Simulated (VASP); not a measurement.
# Pd (Fm-3m) in VASP: further runs, part 2 of 2

VASP 6.6.1.

### 3 Single point, LDA, collinear spin, ferromagnetic start

Input file INCAR:

```
SYSTEM = Pd
ALGO = Normal ; EDIFF = 1E-6
ENCUT = 520 ; GGA = CA
ISIF = 2 ; ISMEAR = -1
ISPIN = 2 ; LASPH = .TRUE.
LCHARG = .FALSE. ; LMAXMIX = 4
LORBIT = 11 ; LREAL = .FALSE.
LWAVE = .FALSE. ; MAGMOM = 0.5
NBANDS = 15 ; NELM = 150
PREC = Accurate ; SIGMA = 0.05
```

Input file KPOINTS:

```
k-points
0
G
  4 4 4
  0 0 0
```

Input file POSCAR:

```
Pd
1.0
    0.0000000000      1.9202771092      1.9202771092
    1.9202771092      0.0000000000      1.9202771092
    1.9202771092      1.9202771092      0.0000000000
Pd
1
Direct
    0.0000000000      0.0000000000      0.0000000000
```

Potentials or basis: VASP PAW LDA potentials, release 64 (Pd).

The run is started by

```bash
cat potpaw_LDA.64/Pd/POTCAR > POTCAR
mpirun -np 1 vasp_std > vasp.out
```

OUTCAR:

```text
SYSTEM = Pd
   EDIFF = 1E-6
   ENCUT = 520
   GGA = CA
   ISIF = 2
   ISMEAR = -1
   ISPIN = 2
   LASPH = .TRUE.
   LORBIT = 11
   LREAL = .FALSE.
   NELM = 150
   PREC = Accurate

 ion  position               nearest neighbor table
   1  0.000  0.000  0.000-

  LATTYP: Found a face centered cubic cell.
 ALAT       =     3.8405542184

  Lattice vectors:

 A1 = (   0.0000000000,   1.9202771092,   1.9202771092)
 A2 = (   1.9202771092,   0.0000000000,   1.9202771092)
 A3 = (   1.9202771092,   1.9202771092,   0.0000000000)

Analysis of symmetry for initial positions (statically):
[... 25 lines left out ...]
The dynamic configuration has the point symmetry O_h .

Analysis of structural, dynamic, and magnetic symmetry:
=====================================================================
 Subroutine PRICEL returns:
[... 7 lines left out ...]
 out of a pool of 48 trial point group operations.

The overall configuration has the point symmetry O_h .

 Subroutine INISYM returns: Found 48 space group operations
[... 5 lines left out ...]
                                     Primitive cell

  volume of cell :      14.1619

  direct lattice vectors                    reciprocal lattice vectors
     0.000000000  1.920277109  1.920277109    -0.260379087  0.260379087  0.260379087
     1.920277109  0.000000000  1.920277109     0.260379087 -0.260379087  0.260379087
     1.920277109  1.920277109  0.000000000     0.260379087  0.260379087 -0.260379087

  length of vectors
     2.715681931  2.715681931  2.715681931     0.450989807  0.450989807  0.450989807

  position of ions in fractional coordinates (direct lattice)
     0.000000000  0.000000000  0.000000000

  ion indices of the primitive-cell ions
   primitive index   ion index
                 1           1

----------------------------------------------------------------------------------------

 KPOINTS: k-points

Automatic generation of k-mesh.
 Grid dimensions read from file:
 generate k-points for:    4    4    4

 Generating k-lattice:

  Cartesian coordinates                     Fractional coordinates (reciprocal lattice)
    -0.065094772  0.065094772  0.065094772     0.250000000  0.000000000  0.000000000
     0.065094772 -0.065094772  0.065094772     0.000000000  0.250000000  0.000000000
     0.065094772  0.065094772 -0.065094772     0.000000000  0.000000000  0.250000000

  Length of vectors
     0.112747452  0.112747452  0.112747452

  Shift w.r.t. Gamma in fractional coordinates (k-lattice)
     0.000000000  0.000000000  0.000000000

 Subroutine IBZKPT returns following result:
 ===========================================

 Found      8 irreducible k-points:

 Following reciprocal coordinates:
            Coordinates               Weight
  0.000000  0.000000  0.000000      1.000000
  0.250000  0.000000  0.000000      8.000000
  0.500000  0.000000  0.000000      4.000000
  0.250000  0.250000  0.000000      6.000000
  0.500000  0.250000  0.000000     24.000000
 -0.250000  0.250000  0.000000     12.000000
  0.500000  0.500000  0.000000      3.000000
 -0.250000  0.500000  0.250000      6.000000
   k-points           NKPTS =      8   k-points in BZ     NKDIM =      8   number of bands    NBANDS=     15
   number of dos      NEDOS =    301   number of ions     NIONS =      1
   total plane-waves  NPLWV =   8000
   dimension x,y,z NGX =    20 NGY =   20 NGZ =   20
   dimension x,y,z NGXF=    40 NGYF=   40 NGZF=   40
   ions per type =               1
[... 21 lines left out ...]
   TEBEG  =    0.0;   TEEND  =   0.0 temperature during run
   PSTRESS=    0.0 pullay stress
   NELECT =      10.0000    total number of electrons
   NUPDOWN=      -1.0000    fix difference up-down
   EMIN   =  10.00;   EMAX   =-10.00  energy-range for DOS
   EFERMI =   0.00;   METHOD = LEGACY
   ISMEAR =    -1;   SIGMA  =   0.05  broadening in eV -4-tet -1-fermi 0-gaus
   EFERMI_NEDOS =   21; number of points for ismear=-14 and -15
   IALGO  =     38    algorithm
   IMIX   =      4    mixing-type and parameters
     AMIX     =   0.40;   BMIX     =  1.00
     AMIX_MAG =   1.60;   BMIX_MAG =  1.00
  volume/ion in A,a.u.               =      14.16        95.57
  Fermi-wavevector in a.u.,A,eV,Ry     =   1.457810  2.754861 28.915238  2.125210
  Thomas-Fermi vector in A             =   2.574568
   LORBIT       =     11    0 simple, 1 ext, 2 COOP (PROOUT), +10 PAW based schemes
   GGA     = CA    functional components
   LHFCALC =     F    Hartree Fock is set to
   AEXX    =    0.0000 exact exchange contribution
   IVDW    =     0    specifies the selected vdW correction
   LEPSILON=     F    determine dielectric tensor
   LRPA    =     F    only Hartree local field effects (RPA)
 spin polarized calculation
  energy-cutoff  :      520.00
  volume of cell :       14.16
 maximum number of plane-waves:       392
   NGX =  9   NGY =  9   NGZ =  9

 number of electron      10.0000005 magnetization       0.0001443

 Free energy of the ion-electron system (eV)
  ---------------------------------------------------
  ext. energy  EPLUGINS =         0.00000000
  ---------------------------------------------------
  free energy    TOTEN  =        -6.65160909 eV

  energy without entropy =       -6.63059569  energy(sigma->0) =       -6.64110239

 E-fermi :  10.5769     XC(G=0): -13.7507

 val. band max:       10.4867694249   @ k =   0.5000   0.2500   0.0000
 cond. band min:      10.7196801153   @ k =   0.5000   0.5000   0.0000
 fundamental gap:      0.2329106904
 Fermi energy:        10.5769432350

 spin component 1

 k-point     1 :       0.0000    0.0000    0.0000
  band No.  band energies     occupation
      1       2.7455      1.00000
      2       7.3142      1.00000
      3       7.3142      1.00000
      4       7.3142      1.00000
      5       9.1007      1.00000
      6       9.1007      1.00000
      7      27.4324      0.00000
      8      32.3969      0.00000
      9      32.3969      0.00000
     10      32.3969      0.00000
     11      36.1710      0.00000
     12      38.0250      0.00000
     13      41.7097      0.00000
     14      41.7097      0.00000
[... 112 lines left out ...]
      1       5.7171      1.00000
      2       6.7145      1.00000
      3       6.7145      1.00000
      4       8.9724      1.00000
      5      10.7221      0.05198
      6      19.3985      0.00000
      7      19.3985      0.00000
      8      20.9323      0.00000
      9      22.2880      0.00000
     10      36.2195      0.00000
     11      36.4153      0.00000
     12      36.4153      0.00000
     13      39.5212      0.00000
     14      44.9278      0.00000
     15      45.1206      0.00000
 Fermi energy:        10.5769432350

 spin component 2

 k-point     1 :       0.0000    0.0000    0.0000
  band No.  band energies     occupation
      1       2.7455      1.00000
      2       7.3143      1.00000
      3       7.3143      1.00000
      4       7.3143      1.00000
      5       9.1008      1.00000
      6       9.1008      1.00000
      7      27.4324      0.00000
      8      32.3969      0.00000
      9      32.3969      0.00000
     10      32.3969      0.00000
     11      36.1712      0.00000
     12      38.0249      0.00000
     13      41.7097      0.00000
     14      41.7097      0.00000
[... 113 lines left out ...]
      2       6.7146      1.00000
      3       6.7146      1.00000
      4       8.9725      1.00000
      5      10.7222      0.05187
      6      19.3986      0.00000
      7      19.3986      0.00000
      8      20.9324      0.00000
      9      22.2881      0.00000
     10      36.2197      0.00000
     11      36.4153      0.00000
     12      36.4153      0.00000
     13      39.5212      0.00000
     14      44.9279      0.00000
     15      45.1206      0.00000

------------------------ aborting loop because EDIFF is reached ----------------------------------------

  FORCE on cell =-STRESS in cart. coord.  units (eV):
  Direction    XX          YY          ZZ          XY          YZ          ZX
  --------------------------------------------------------------------------------------
  -------------------------------------------------------------------------------------
  Total        0.0057457      0.0057457      0.0057457      0.0000000      0.0000000      0.0000000
  in kB        0.6500325      0.6500325      0.6500325      0.0000000      0.0000000      0.0000000
  external PRESSURE =       0.6500325 kB  Pullay stress =       0.0000000 kB

 VOLUME and BASIS-vectors are now :
 -----------------------------------------------------------------------------
  energy-cutoff  :      520.00
  volume of cell :       14.16
      direct lattice vectors                 reciprocal lattice vectors
     0.000000000  1.920277109  1.920277109    -0.260379087  0.260379087  0.260379087
     1.920277109  0.000000000  1.920277109     0.260379087 -0.260379087  0.260379087
     1.920277109  1.920277109  0.000000000     0.260379087  0.260379087 -0.260379087

 POSITION                                       TOTAL-FORCE (eV/Angst)
 -----------------------------------------------------------------------------------
      0.00000      0.00000      0.00000        -0.000000     -0.000000     -0.000000
 -----------------------------------------------------------------------------------
    total drift:                                0.000000     -0.000000      0.000000

  FREE ENERGIE OF THE ION-ELECTRON SYSTEM (eV)
  ---------------------------------------------------
  free  energy   TOTEN  =        -6.6516090881 eV

  energy  without entropy=       -6.6305956861  energy(sigma->0) =       -6.64110239

 total charge

# of ion       s       p       d       tot
------------------------------------------
    1        0.523   0.479   8.540   9.542

 magnetization (x)

# of ion       s       p       d       tot
------------------------------------------
    1       -0.000   0.000   0.000   0.000
```

stdout:

```text
POSCAR found type information on POSCAR Pd
 POSCAR found :  1 types and       1 ions
 scaLAPACK will be used
 LDA part: xc-table for (Slater(with rela. corr.)+CA(PZ))
 , standard interpolation
 POSCAR, INCAR and KPOINTS ok, starting setup
 FFT: planning ... GRIDC
 FFT: planning ... GRID_SOFT
 FFT: planning ... GRID
 WAVECAR not read
 entering main loop
```

It took 3.9 s on 1 thread of Intel Xeon Platinum 8375C at 2.90GHz (Ice Lake), shared host; peak memory 0.12 GiB.

Results:

| Property | Result |
| --- | --- |
| Free energy | -6.6516 eV |
| Pressure | 0.1 GPa |
| Band gap on the k mesh | zero (filled and empty bands overlap) |
| Net moment | 0.00 μB per cell |
| Valence electrons inside the program's atomic spheres | Pd 9.54 |

Caveat: the k points lie up to 0.71 Å⁻¹ apart.

### 4 Single point, LDA, collinear spin, ferromagnetic start

Input file INCAR:

```
  ALGO = Normal
  EDIFF = 1E-6
  ENCUT = 520
  ISIF = 2
  ISMEAR = -1
  ISPIN = 2
  LASPH = True
  LCHARG = False
  LMAXMIX = 4
  LORBIT = 11
  LREAL = False
  LWAVE = False
  MAGMOM = 0.5
  NBANDS = 15
  NELM = 150
  PREC = Accurate
  SIGMA = 0.05
```

Input file KPOINTS:

```
k-points
0
Gamma
  5 5 5
```

POSCAR is that of step 3.

The run is started by

```bash
cat potpaw_LDA.64/Pd/POTCAR > POTCAR
mpirun -np 1 vasp_std > vasp.out
```

Run time: 3.7 s. Hardware: 1 thread of Intel Xeon Platinum 8375C at 2.90GHz (Ice Lake), shared host; peak memory 0.12 GiB.

Results (log left out):

```yaml
Free_energy: -6.3435 eV
Pressure: 3.3 GPa
Net_moment: 0.34 μB per cell
Site_moments: Pd +0.34 μB
Valence_electrons_inside_the_program's_atomic_spheres: Pd 9.53
```

Levels at points of the mesh, in eV from the Fermi level:
Spin up:
| k point | band 1 | band 2 | band 3 | band 4 | band 5 | band 6 | band 7 | band 8 | band 9 | band 10 |
| --- | --- | --- | --- | --- | --- | --- | --- | --- | --- | --- |
| (0.00, 0.00, 0.00) | -7.61 | -3.17 | -3.17 | -3.17 | -1.41 | -1.41 | 17.08 | 22.04 | 22.04 | 22.04 |
Spin down:
| k point | band 3 | band 4 | band 5 | band 6 | band 7 | band 8 |
| --- | --- | --- | --- | --- | --- | --- |
| (0.00, 0.00, 0.00) | -2.94 | -2.94 | -1.20 | -1.20 | 17.13 | 22.08 |

Caveat: the k points lie up to 0.57 Å⁻¹ apart.

### 5 Single point, LDA, collinear spin, ferromagnetic start

Input file INCAR:

```
SYSTEM = Pd
PREC = Accurate
ENCUT = 520
EDIFF = 1E-6
ISMEAR = -1
SIGMA = 0.05
LREAL = .FALSE.
LASPH = .TRUE.
NELM = 150
ALGO = Normal
ISIF = 2
LWAVE = .FALSE.
LCHARG = .FALSE.
ISPIN = 2
MAGMOM = 0.5
LORBIT = 11
LMAXMIX = 4
NBANDS = 15
```

Input file KPOINTS:

```
regular mesh
0
G
  7 7 7
  0 0 0
```

POSCAR is that of step 4.

Potentials or basis: VASP PAW LDA potentials, release 64 (Pd).

The run is started by

```bash
cat potpaw_LDA.64/Pd/POTCAR > POTCAR
mpirun -np 1 vasp_std > vasp.out
```

OUTCAR:

```text
SYSTEM = Pd
   PREC = Accurate
   ENCUT = 520
   EDIFF = 1E-6
   ISMEAR = -1
   LREAL = .FALSE.
   LASPH = .TRUE.
   NELM = 150
   ISIF = 2
   ISPIN = 2
   LORBIT = 11

 ion  position               nearest neighbor table
   1  0.000  0.000  0.000-

  LATTYP: Found a face centered cubic cell.
 ALAT       =     3.8405542184

  Lattice vectors:

 A1 = (   0.0000000000,   1.9202771092,   1.9202771092)
 A2 = (   1.9202771092,   0.0000000000,   1.9202771092)
 A3 = (   1.9202771092,   1.9202771092,   0.0000000000)

Analysis of symmetry for initial positions (statically):
[... 25 lines left out ...]
The dynamic configuration has the point symmetry O_h .

Analysis of structural, dynamic, and magnetic symmetry:
=====================================================================
 Subroutine PRICEL returns:
[... 7 lines left out ...]
 out of a pool of 48 trial point group operations.

The overall configuration has the point symmetry O_h .

 Subroutine INISYM returns: Found 48 space group operations
[... 5 lines left out ...]
                                     Primitive cell

  volume of cell :      14.1619

  direct lattice vectors                    reciprocal lattice vectors
[... 513 lines left out ...]
     13      41.7354      0.00000
     14      41.7354      0.00000
[... 329 lines left out ...]
      2       6.3266      1.00000
      3       7.2777      1.00000
      4       9.0346      1.00000
      5      10.4999      0.06109
      6      18.2430      0.00000
      7      18.9335      0.00000
      8      21.4947      0.00000
      9      24.3243      0.00000
     10      33.9657      0.00000
     11      36.2254      0.00000
     12      37.6306      0.00000
     13      40.6777      0.00000
     14      44.2710      0.00000
     15      44.8015      0.00000

------------------------ aborting loop because EDIFF is reached ----------------------------------------

  FORCE on cell =-STRESS in cart. coord.  units (eV):
  Direction    XX          YY          ZZ          XY          YZ          ZX
  --------------------------------------------------------------------------------------
  -------------------------------------------------------------------------------------
  Total        0.0519843      0.0519843      0.0519843      0.0000000     -0.0000000      0.0000000
  in kB        5.8811346      5.8811346      5.8811346      0.0000000     -0.0000000      0.0000000
  external PRESSURE =       5.8811346 kB  Pullay stress =       0.0000000 kB

 VOLUME and BASIS-vectors are now :
 -----------------------------------------------------------------------------
  energy-cutoff  :      520.00
  volume of cell :       14.16
      direct lattice vectors                 reciprocal lattice vectors
     0.000000000  1.920277109  1.920277109    -0.260379087  0.260379087  0.260379087
     1.920277109  0.000000000  1.920277109     0.260379087 -0.260379087  0.260379087
     1.920277109  1.920277109  0.000000000     0.260379087  0.260379087 -0.260379087

 POSITION                                       TOTAL-FORCE (eV/Angst)
 -----------------------------------------------------------------------------------
      0.00000      0.00000      0.00000        -0.000000     -0.000000     -0.000000
 -----------------------------------------------------------------------------------
    total drift:                                0.000000     -0.000000      0.000000

  FREE ENERGIE OF THE ION-ELECTRON SYSTEM (eV)
  ---------------------------------------------------
  free  energy   TOTEN  =        -6.5086310811 eV

  energy  without entropy=       -6.4896323933  energy(sigma->0) =       -6.49913174

 total charge

# of ion       s       p       d       tot
------------------------------------------
    1        0.510   0.523   8.498   9.531

 magnetization (x)

# of ion       s       p       d       tot
------------------------------------------
    1       -0.002  -0.001   0.291   0.288
```

stdout:

```text
POSCAR found type information on POSCAR Pd
 POSCAR found :  1 types and       1 ions
 scaLAPACK will be used
 LDA part: xc-table for (Slater(with rela. corr.)+CA(PZ))
 , standard interpolation
 POSCAR, INCAR and KPOINTS ok, starting setup
 FFT: planning ... GRIDC
 FFT: planning ... GRID_SOFT
 FFT: planning ... GRID
 WAVECAR not read
 entering main loop
```

Wall time 6.3 s (1 thread of Intel Xeon Platinum 8375C at 2.90GHz (Ice Lake), shared host); peak memory 0.12 GiB.

Results:

```yaml
Free_energy: -6.5086 eV
Pressure: 0.6 GPa
Net_moment: 0.29 μB per cell
Site_moments: Pd +0.29 μB
Valence_electrons_inside_the_program's_atomic_spheres: Pd 9.53
```

Caveat: the k points lie up to 0.40 Å⁻¹ apart.

### 6 Overview

| k mesh | gap on the mesh (eV) | pressure (GPa) | moment (μB) |
| --- | --- | --- | --- |
| 2 × 2 × 2 | none | 64.4 | 1.25 |
| 4 × 4 × 4 | none | 0.1 | 0.00 |
| 5 × 5 × 5 | none | 3.3 | 0.34 |
| 7 × 7 × 7 | none | 0.6 | 0.29 |

Alike in all rows: task single point; level LDA; potentials or basis VASP PAW LDA potentials, release 64 (Pd); spin collinear, ferromagnetic start; cell as given; cutoff (eV) 520; smearing fermi-dirac 0.05 eV.

Caveats: all runs use coarse meshes.

Total energies depend on the potentials used, so only differences within one code and one set of settings carry meaning.
